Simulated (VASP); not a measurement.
Wanted: the native input for a VASP 6.6.1 run.

```
Task                   : single point
Functional             : PBE
Potentials or basis    : VASP PAW PBE potentials, release 64 (Zr_sv, B)
Cutoff                 : 520 eV
k mesh                 : 12 × 12 × 10
Occupations            : gaussian, width 0.05 eV
Spin                   : no spin polarisation
Dipole correction      : no
Further INCAR settings : ALGO = Normal; EDIFF = 1e-06; NBANDS = 16
```

The structure of ZrB2 lies in POSCAR:

```
ZrB2
1.0
    3.1700000000      0.0000000000      0.0000000000
   -1.5850000000      2.7453005300      0.0000000000
    0.0000000000      0.0000000000      3.5330000000
Zr B
1 2
Direct
    0.0000000000      0.0000000000      0.0000000000
    0.3333333333      0.6666666667      0.5000000000
    0.6666666667      0.3333333333      0.5000000000
```

The input as run:

INCAR

```
SYSTEM = ZrB2
ALGO = Normal
EDIFF = 1E-6
ENCUT = 520
GGA = PE
ISIF = 2
ISMEAR = 0
LASPH = .True.
LCHARG = .False.
LREAL = .False.
LWAVE = .False.
NBANDS = 16
NELM = 60
PREC = Accurate
SIGMA = 0.05
```

KPOINTS

```
k-points
0
Gamma
  12 12 10
  0 0 0
```

Potentials or basis: VASP PAW PBE potentials, release 64 (Zr_sv, B).

Run with:

```console
$ cat potpaw_PBE.64/Zr_sv/POTCAR potpaw_PBE.64/B/POTCAR > POTCAR
$ mpirun -np 1 vasp_std > vasp.out
```

Results of the run:

The pressure is 0.9 GPa and the band gap on the k mesh is zero (bands 9 and 10 overlap by 1.12 eV).

Wall time 53 s on 1 thread of Intel Xeon 8259CL (shared host), peak memory 0.18 GiB.
